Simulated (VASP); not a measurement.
A run of VASP 6.6.1 is set up as follows.

Contents of INCAR:

```
PREC = Accurate ; ENCUT = 600
EDIFF = 1E-6 ; ISMEAR = 0
SIGMA = 0.1 ; LREAL = False
LASPH = True ; NELM = 60
ALGO = Normal ; ISIF = 3
LWAVE = False ; LCHARG = False
GGA = PE ; IBRION = 2
NSW = 100 ; EDIFFG = -0.01
```

KPOINTS

```
regular mesh
0
Gamma
  12 12 12
```

File POSCAR:

```
Sb
1.0
   -2.9715687574      2.9715687574      2.9715687574
    2.9715687574     -2.9715687574      2.9715687574
    2.9715687574      2.9715687574     -2.9715687574
Sb
3
Direct
    0.0000000000      0.5000000000      0.5000000000
    0.5000000000      0.0000000000      0.5000000000
    0.5000000000      0.5000000000      0.0000000000
```

Potentials or basis: VASP PAW PBE potentials, release 64 (Sb).

Launch:

```bash
$ cat potpaw_PBE.64/Sb/POTCAR > POTCAR
$ mpirun -np 1 vasp_std > vasp.out
```

**Question.** Estimate the relaxed cell.

**Answer.** a = 5.156 Å, b = 5.156 Å, c = 5.156 Å, α = 109.47°, β = 109.47°, γ = 109.47°.

**Question.** Predict the space group after relaxing (to 0.05 Å).

**Answer.** Im-3m (No. 229).

**Question.** What does it give for the relaxed volume?

**Answer.** 35.17 Å³/atom.

Final structure:
```
Sb
1.0
    -2.97666    2.97666    2.97666
     2.97666   -2.97666    2.97666
     2.97666    2.97666   -2.97666
Sb
3
Direct
  0.00000 0.50000 0.50000
  0.50000 0.00000 0.50000
  0.50000 0.50000 0.00000
```
